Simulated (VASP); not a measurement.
Input of a VASP 6.6.1 run:

POSCAR

```
In2O3
1.0
    2.7435000000      1.5839604635      4.8366666667
   -2.7435000000      1.5839604635      4.8366666667
    0.0000000000     -3.1679209270      4.8366666667
In O
4 6
Direct
    0.3571835774      0.3571835774      0.3571835774
    0.1428164226      0.1428164226      0.1428164226
    0.6428164226      0.6428164226      0.6428164226
    0.8571835774      0.8571835774      0.8571835774
    0.5464864500      0.9535135500      0.2500000000
    0.2500000000      0.5464864500      0.9535135500
    0.9535135500      0.2500000000      0.5464864500
    0.4535135500      0.0464864500      0.7500000000
    0.7500000000      0.4535135500      0.0464864500
    0.0464864500      0.7500000000      0.4535135500
```

File INCAR.step1:

```
  PREC = Accurate
  ENCUT = 520
  ISMEAR = 0
  SIGMA = 0.02
  LREAL = False
  LASPH = True
  NELM = 80
  NBANDS = 55
  GGA = PE
  ALGO = Normal
  EDIFF = 1E-4
  LWAVE = True
  LCHARG = False
```

INCAR.step2

```
  PREC = Accurate
  ENCUT = 520
  EDIFF = 1E-6
  ISMEAR = 0
  SIGMA = 0.02
  LREAL = False
  LASPH = True
  NELM = 80
  ALGO = Normal
  ISIF = 2
  LWAVE = False
  LCHARG = False
  METAGGA = R2SCAN
  LMIXTAU = True
  NBANDS = 55
  ISTART = 1
```

Contents of KPOINTS:

```
regular mesh
0
Gamma
  6 6 6
```

Potentials or basis: VASP PAW PBE potentials, release 64 (In_d, O).

Launch:

```console
$ cat potpaw_PBE.64/In_d/POTCAR potpaw_PBE.64/O/POTCAR > POTCAR
$ cp INCAR.step1 INCAR
$ mpirun -np 1 vasp_std > vasp.out
$ cp INCAR.step2 INCAR
$ mpirun -np 1 vasp_std > vasp.out
```

Question: What does it give for the pressure?

Answer: 3.2 GPa.

Question: What does it give for the largest force?

Answer: 0.022 eV/Å.

Question: Estimate the band gap on the k mesh.

Answer: 1.89 eV (least direct gap 1.91 eV).

Forces in eV/Å, atoms in the order of the input:
```
In   0.000  0.000  0.022
In   0.000  0.000 -0.022
In   0.000  0.000 -0.022
In   0.000  0.000  0.022
O    0.005  0.000  0.000
O   -0.002  0.004  0.000
O   -0.002 -0.004  0.000
O   -0.005  0.000  0.000
O    0.002 -0.004  0.000
O    0.002  0.004  0.000
```

Caveat: the cell stands under pressure; the PAW data sets were made with another functional, which shifts forces and pressure a little; spin-orbit coupling is left out, which moves the levels of the heavy elements. A k mesh can miss the band edges.
